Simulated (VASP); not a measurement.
# Ti6C in VASP: further runs

Runs on Ti6C. Level: PBE. Tasks: relaxation of the atoms.

All numbers are computed with VASP 6.6.1; they aren't measurements. Logs are shortened: lines on timing, memory, paths and dates and some standing lists are left out, and cuts for length are marked.

## (1) The cell of the first run

The cell holds a slab with vacuum, 7 atoms: a = 2.832 Å, b = 4.579 Å, c = 22.051 Å, α = 90.00°, β = 90.00°, γ = 90.00°.

## (2) Relaxation of the atoms, PBE

File INCAR:

```
SYSTEM = Ti6C
ALGO     = Normal         ! electronic algorithm
DIPOL    = 0.5 0.5 0.361
EDIFF    = 1E-7           ! SCF threshold, eV
EDIFFG   = -0.025         ! ionic threshold
ENCUT    = 520            ! plane-wave cutoff, eV
GGA      = PE             ! functional
GGA_COMPAT= .FALSE.      
IBRION   = 2              ! ionic algorithm
IDIPOL   = 3            
ISIF     = 2              ! what is computed and relaxed
ISMEAR   = 0              ! smearing method
KPAR     = 4            
LASPH    = .TRUE.         ! aspherical terms in the spheres
LCHARG   = .FALSE.        ! write CHGCAR
LDIPOL   = .TRUE.       
LREAL    = .FALSE.        ! projectors in reciprocal space
LWAVE    = .FALSE.        ! write WAVECAR
NELM     = 120            ! most SCF steps
NELMDL   = -8           
NELMIN   = 4            
NSW      = 36             ! ionic steps
PREC     = Accurate       ! precision mode
SIGMA    = 0.1            ! smearing width, eV
```

File KPOINTS:

```
k-points
0
G
  9 6 1
  0 0 0
```

File POSCAR:

```
Ti6C
1.0
    2.8319727860      0.0000000000      0.0000000000
    0.0000000000      4.5793473380      0.0000000000
    0.0000000000      0.0000000000     22.0506909065
Ti C
6 1
Selective dynamics
Direct
    0.5000000000      0.0000000000      0.1814002118  F F F
    0.0000000000      0.5000000000      0.2413504290  F F F
    0.5000000000      0.0000000000      0.3013006462  F F F
    0.5000000000      0.5000000000      0.3625816208  F F F
    0.0000000000      0.0000000000      0.4208167734  F F F
    0.5000000000      0.5000000000      0.4784743912  F F F
    0.5000000000      0.8000000000      0.5428714664  F F T
```

Potentials or basis: VASP PAW PBE potentials, release 64 (Ti_sv, C).

Command:

```
> cat potpaw_PBE.64/Ti_sv/POTCAR potpaw_PBE.64/C/POTCAR > POTCAR
> mpirun -np 4 vasp_std > vasp.out
```

OUTCAR:

```text
SYSTEM = Ti6C
   EDIFF = 1E-7
   EDIFFG = -0.025
   ENCUT = 520
   GGA = PE
   IBRION = 2
   ISIF = 2
   ISMEAR = 0
   LASPH = .TRUE.
   LREAL = .FALSE.
   NELM = 120
   NELMDL = -8
   NELMIN = 4
   NSW = 36
   PREC = Accurate

 ion  position               nearest neighbor table
   1  0.500  0.000  0.181-   3 2.64
   2  0.000  0.500  0.241-
   3  0.500  0.000  0.301-   1 2.64   4 2.66   4 2.66
   4  0.500  0.500  0.363-   6 2.56   3 2.66   3 2.66
   5  0.000  0.000  0.421-
   6  0.500  0.500  0.478-   7 1.98   4 2.56
   7  0.500  0.800  0.543-   6 1.98

  LATTYP: Found a simple orthorhombic cell.
 ALAT       =     2.8319727860
 B/A-ratio  =     1.6170167173
 C/A-ratio  =     7.7863357358

  Lattice vectors:

 A1 = (   2.8319727860,   0.0000000000,   0.0000000000)
 A2 = (   0.0000000000,   4.5793473380,   0.0000000000)
 A3 = (   0.0000000000,   0.0000000000,  22.0506909065)

Analysis of symmetry for initial positions (statically):
=====================================================================
 Subroutine PRICEL returns:
 Original cell was already a primitive cell.

 Routine SETGRP: Setting up the symmetry group for a
 simple orthorhombic supercell.

 Subroutine GETGRP returns: Found  2 space group operations
 (whereof  2 operations were pure point group operations)
 out of a pool of  8 trial point group operations.

The static configuration has the point symmetry C_1h.

Analysis of symmetry for dynamics (positions and initial velocities):
=====================================================================
 Subroutine PRICEL returns:
 Original cell was already a primitive cell.

 Routine SETGRP: Setting up the symmetry group for a
 simple orthorhombic supercell.

 Subroutine GETGRP returns: Found  2 space group operations
 (whereof  2 operations were pure point group operations)
 out of a pool of  8 trial point group operations.

The dynamic configuration has the point symmetry C_1h.

Analysis of constrained symmetry for selective dynamics:
=====================================================================
 Subroutine PRICEL returns:
 Original cell was already a primitive cell.

 Routine SETGRP: Setting up the symmetry group for a
 simple orthorhombic supercell.

 Subroutine GETGRP returns: Found  2 space group operations
 (whereof  2 operations were pure point group operations)
 out of a pool of  8 trial point group operations.

The constrained configuration has the point symmetry C_1h.

 Subroutine INISYM returns: Found  2 space group operations
 (whereof  2 operations are pure point group operations),
 and found     1 'primitive' translations

----------------------------------------------------------------------------------------

                                     Primitive cell

  volume of cell :     285.9663

  direct lattice vectors                    reciprocal lattice vectors
     2.831972786  0.000000000  0.000000000     0.353110738  0.000000000  0.000000000
     0.000000000  4.579347338  0.000000000     0.000000000  0.218371730  0.000000000
     0.000000000  0.000000000 22.050690907     0.000000000  0.000000000  0.045350053

  length of vectors
     2.831972786  4.579347338 22.050690907     0.353110738  0.218371730  0.045350053

  position of ions in fractional coordinates (direct lattice)
     0.500000000  0.000000000  0.181400212
     0.000000000  0.500000000  0.241350429
     0.500000000  0.000000000  0.301300646
     0.500000000  0.500000000  0.362581621
     0.000000000  0.000000000  0.420816773
     0.500000000  0.500000000  0.478474391
     0.500000000  0.800000000  0.542871466

  ion indices of the primitive-cell ions
   primitive index   ion index
                 1           1
                 2           2
                 3           3
                 4           4
                 5           5
                 6           6
                 7           7

----------------------------------------------------------------------------------------

 KPOINTS: k-points

Automatic generation of k-mesh.
 Grid dimensions read from file:
 generate k-points for:    9    6    1

 Generating k-lattice:

  Cartesian coordinates                     Fractional coordinates (reciprocal lattice)
     0.039234526  0.000000000  0.000000000     0.111111111  0.000000000  0.000000000
     0.000000000  0.036395288  0.000000000     0.000000000  0.166666667  0.000000000
     0.000000000  0.000000000  0.045350053     0.000000000  0.000000000  1.000000000

  Length of vectors
     0.039234526  0.036395288  0.045350053

  Shift w.r.t. Gamma in fractional coordinates (k-lattice)
     0.000000000  0.000000000  0.000000000

 Subroutine IBZKPT returns following result:
 ===========================================

 Found     20 irreducible k-points:

 Following reciprocal coordinates:
            Coordinates               Weight
  0.000000  0.000000  0.000000      1.000000
  0.111111  0.000000  0.000000      2.000000
  0.222222  0.000000  0.000000      2.000000
  0.333333  0.000000  0.000000      2.000000
  0.444444  0.000000  0.000000      2.000000
  0.000000  0.166667  0.000000      2.000000
[... 12 lines left out ...]
  0.333333  0.500000  0.000000      2.000000
  0.444444  0.500000  0.000000      2.000000
   k-points           NKPTS =     20   k-points in BZ     NKDIM =     20   number of bands    NBANDS=     45
   number of dos      NEDOS =    301   number of ions     NIONS =      7
   total plane-waves  NPLWV = 145152
   dimension x,y,z NGX =    24 NGY =   36 NGZ =  168
   dimension x,y,z NGXF=    48 NGYF=   72 NGZF=  336
   ions per type =               6   1
   NGX,Y,Z   is equivalent  to a cutoff of  14.09, 13.07, 12.67 a.u.
   NGXF,Y,Z  is equivalent  to a cutoff of  28.18, 26.14, 25.33 a.u.
 SYSTEM =  Ti6C
   PREC   = accura    normal or accurate (medium, high low for compatibility)
   ISTART =      0    job   : 0-new  1-cont  2-samecut
   ICHARG =      2    charge: 1-file 2-atom 10-const
   ISPIN  =      1    spin polarized calculation?
   LNONCOLLINEAR =      F non collinear calculations
   LSORBIT =      F    spin-orbit coupling
   LASPH  =      T    aspherical Exc in radial PAW
   ENCUT  =  520.0 eV  38.22 Ry    6.18 a.u.   5.27  8.51 41.00*2*pi/ulx,y,z
   NELM   =    120;   NELMIN=  4; NELMDL= -8     # of ELM steps
   EDIFF  = 0.1E-06   stopping-criterion for ELM
   LREAL  =      F    real-space projection
   EDIFFG = -.3E-01   stopping-criterion for IOM
   NSW    =     36    number of steps for IOM
   IBRION =      2    ionic relax: 0-MD 1-quasi-New 2-CG
   NFREE  =      1    steps in history (QN), initial steepest desc. (CG)
   ISIF   =      2    stress and relaxation
   ISYM   =      2    0-nonsym 1-usesym 2-fastsym
   POTIM  = 0.5000    time-step for ionic-motion
   TEBEG  =    0.0;   TEEND  =   0.0 temperature during run
   PSTRESS=    0.0 pullay stress
   NELECT =      76.0000    total number of electrons
   NUPDOWN=      -1.0000    fix difference up-down
   EMIN   =  10.00;   EMAX   =-10.00  energy-range for DOS
   EFERMI =   0.00;   METHOD = LEGACY
   ISMEAR =     0;   SIGMA  =   0.10  broadening in eV -4-tet -1-fermi 0-gaus
   EFERMI_NEDOS =   21; number of points for ismear=-14 and -15
   IALGO  =     38    algorithm
   IMIX   =      4    mixing-type and parameters
     AMIX     =   0.40;   BMIX     =  1.00
     AMIX_MAG =   1.60;   BMIX_MAG =  1.00
  volume/ion in A,a.u.               =      40.85       275.69
  Fermi-wavevector in a.u.,A,eV,Ry     =   1.052546  1.989023 15.073256  1.107853
  Thomas-Fermi vector in A             =   2.187633
   LORBIT       =      0    0 simple, 1 ext, 2 COOP (PROOUT), +10 PAW based schemes
   GGA     = PE    functional components
   LHFCALC =     F    Hartree Fock is set to
   AEXX    =    0.0000 exact exchange contribution
   IVDW    =     0    specifies the selected vdW correction
   LEPSILON=     F    determine dielectric tensor
   LRPA    =     F    only Hartree local field effects (RPA)
 conjugate gradient relaxation of ions
 non-spin polarized calculation
 Gauss-broadening in eV      SIGMA  =   0.10
  energy-cutoff  :      520.00
  volume of cell :      285.97
 maximum number of plane-waves:      7748
 NGX is ok and might be reduce to    24
   NGX = 11   NGY = 17   NGZ = 81

 dipolmoment           0.000000      0.000000     -0.005102 electrons x Angstroem

--------------------------------------- Ionic step        1  -------------------------------------------

 number of electron      76.0000000 magnetization

 Free energy of the ion-electron system (eV)
  ---------------------------------------------------
  ext. energy  EPLUGINS =         0.00000000
  ---------------------------------------------------
  free energy    TOTEN  =       -49.01577984 eV

  energy without entropy =      -48.94943081  energy(sigma->0) =      -48.98260533

------------------------ aborting loop because EDIFF is reached ----------------------------------------

  FORCE on cell =-STRESS in cart. coord.  units (eV):
  Direction    XX          YY          ZZ          XY          YZ          ZX
  --------------------------------------------------------------------------------------
  -------------------------------------------------------------------------------------
  Total       -2.9372083     -5.6287637     -4.2594516      0.0000000      1.3589217      0.0000000
  in kB      -16.4562346    -31.5361548    -23.8643390      0.0000000      7.6136017      0.0000000
  external PRESSURE =     -23.9522428 kB  Pullay stress =       0.0000000 kB
[... 108 lines left out ...]
  energy  without entropy=      -49.3618898182  energy(sigma->0) =      -49.39075846

--------------------------------------- Ionic step        4  -------------------------------------------

 number of electron      75.9999999 magnetization

 dipolmoment           0.000000      0.000000      0.200775 electrons x Angstroem

 Free energy of the ion-electron system (eV)
  ---------------------------------------------------
  ext. energy  EPLUGINS =         0.00000000
  ---------------------------------------------------
  free energy    TOTEN  =       -49.42066066 eV

  energy without entropy =      -49.36344139  energy(sigma->0) =      -49.39205103

 E-fermi :   0.2714     XC(G=0):  -5.4309

 val. band max:        0.2712933930   @ k =   0.4444   0.0000   0.0000
 cond. band min:       0.2741726362   @ k =   0.2222   0.1667   0.0000
 fundamental gap:      0.0028792432
 Fermi energy:         0.2713550840

 k-point     1 :       0.0000    0.0000    0.0000
  band No.  band energies     occupation
      1     -56.6931      2.00000
      2     -56.6795      2.00000
      3     -56.5655      2.00000
      4     -56.3507      2.00000
      5     -56.2436      2.00000
      6     -55.9134      2.00000
[... 949 lines left out ...]
     44       1.2197      0.00000
     45       1.4096      0.00000

------------------------ aborting loop because EDIFF is reached ----------------------------------------

 vacuum level on the upper side and lower side of the slab       (xc-potential included)         1.239        -1.517

  FORCE on cell =-STRESS in cart. coord.  units (eV):
  Direction    XX          YY          ZZ          XY          YZ          ZX
  --------------------------------------------------------------------------------------
  -------------------------------------------------------------------------------------
  Total       -2.5087985     -1.2384908     -1.1847574      0.0000000      5.1561280      0.0000000
  in kB      -14.0559922     -6.9388660     -6.6378150      0.0000000     28.8881286      0.0000000
  external PRESSURE =      -9.2108911 kB  Pullay stress =       0.0000000 kB

 VOLUME and BASIS-vectors are now :
 -----------------------------------------------------------------------------
  energy-cutoff  :      520.00
  volume of cell :      285.97
      direct lattice vectors                 reciprocal lattice vectors
     2.831972786  0.000000000  0.000000000     0.353110738  0.000000000  0.000000000
     0.000000000  4.579347338  0.000000000     0.000000000  0.218371730  0.000000000
     0.000000000  0.000000000 22.050690907     0.000000000  0.000000000  0.045350053
[... 13 lines left out ...]
  FREE ENERGIE OF THE ION-ELECTRON SYSTEM (eV)
  ---------------------------------------------------
  free  energy   TOTEN  =       -49.4206606630 eV

  energy  without entropy=      -49.3634413877  energy(sigma->0) =      -49.39205103

 reached required accuracy - stopping structural energy minimisation

 vacuum level on the upper side and lower side of the slab         6.349         3.515
```

Run time: 7.2 min. Hardware: 4 MPI ranks of AMD EPYC 7R13 (Zen 3), shared host; peak memory 0.5 GiB.

What came out:

```yaml
Free_energy: -49.4207 eV
Energy_gained_by_relaxing: 57.8 meV/atom
Ionic_steps: 4
Band_gap_on_the_k_mesh: zero (bands 38 and 39 overlap by 0.15 eV)
```

The path:
```tsv
step	energy change (eV)	largest force on free atoms (eV/Å)	pressure (GPa)
1	0.0000	2.0553	-2.40
2	-0.1849	1.6461	-2.08
3	-0.4038	0.1257	-1.03
4	-0.4049	0.0186	-0.92
```

Final structure:
```yaml
crystal:
  lattice:
    - [2.83197, 0.00000, 0.00000]
    - [0.00000, 4.57935, 0.00000]
    - [0.00000, 0.00000, 22.05069]
  atoms:
    - { symbol: Ti, position: [0.50000, 0.00000, 0.18140] }
    - { symbol: Ti, position: [0.00000, 0.50000, 0.24135] }
    - { symbol: Ti, position: [0.50000, 0.00000, 0.30130] }
    - { symbol: Ti, position: [0.50000, 0.50000, 0.36258] }
    - { symbol: Ti, position: [0.00000, 0.00000, 0.42082] }
    - { symbol: Ti, position: [0.50000, 0.50000, 0.47847] }
    - { symbol: C, position: [0.50000, 0.80000, 0.52688] }
```

## (3) Relaxation of the atoms, PBE

File INCAR:

```
ALGO = Normal
DIPOL = 0.5 0.5 0.356
EDIFF = 1E-7
EDIFFG = -0.025
ENCUT = 520
GGA = PE
GGA_COMPAT = F
IBRION = 2
IDIPOL = 3
ISIF = 2
ISMEAR = 0
KPAR = 4
LASPH = T
LCHARG = F
LDIPOL = T
LREAL = F
LWAVE = F
NELM = 120
NELMDL = -8
NELMIN = 4
NSW = 36
PREC = Accurate
SIGMA = 0.1
```

File KPOINTS:

```
k-points
0
Gamma
  9 6 1
```

Edit POSCAR of step 2 so:

```diff
@@ -15,2 +15,2 @@
     0.5000000000      0.5000000000      0.4784743912  F F F
-    0.5000000000      0.8000000000      0.5428714664  F F T
+    1.0000000000      0.9000000000      0.5038704208  F F T
```

Potentials or basis: VASP PAW PBE potentials, release 64 (Ti_sv, C).

Command:

```
> cat potpaw_PBE.64/Ti_sv/POTCAR potpaw_PBE.64/C/POTCAR > POTCAR
> mpirun -np 4 vasp_std > vasp.out
```

Wall time 10 min (4 MPI ranks of Oxide Virtual Turin-like, shared host); peak memory 0.51 GiB.

Results (log left out):

* Free energy: -51.3287 eV
* Energy gained by relaxing: 0.2 meV/atom
* Ionic steps: 3
* Band gap on the k mesh: zero (bands 38 and 39 overlap by 0.12 eV)

The path:
```
step  energy change (eV)  largest force on free atoms (eV/Å)  pressure (GPa)
   1              0.0000                              0.2290           -1.90
   2             -0.0016                              0.0537           -1.83
   3             -0.0017                              0.0003           -1.80
```

Final structure:
```
CELL_PARAMETERS angstrom
2.83197 0.00000 0.00000
0.00000 4.57935 0.00000
0.00000 0.00000 22.05069
ATOMIC_POSITIONS crystal
Ti 0.50000 0.00000 0.18140
Ti 0.00000 0.50000 0.24135
Ti 0.50000 0.00000 0.30130
Ti 0.50000 0.50000 0.36258
Ti 0.00000 0.00000 0.42082
Ti 0.50000 0.50000 0.47847
C 0.00000 0.90000 0.50322
```

Levels at points of the mesh, in eV from the Fermi level:
```
           k point  band 35  band 36  band 37  band 38  band 39  band 40  band 41  band 42
(0.00, 0.00, 0.00)    -0.51    -0.42    -0.17    -0.06     0.11     0.25     0.41     0.72
(0.00, 0.50, 0.00)    -0.42    -0.24    -0.17    -0.10     0.25     0.31     0.47     0.48
```
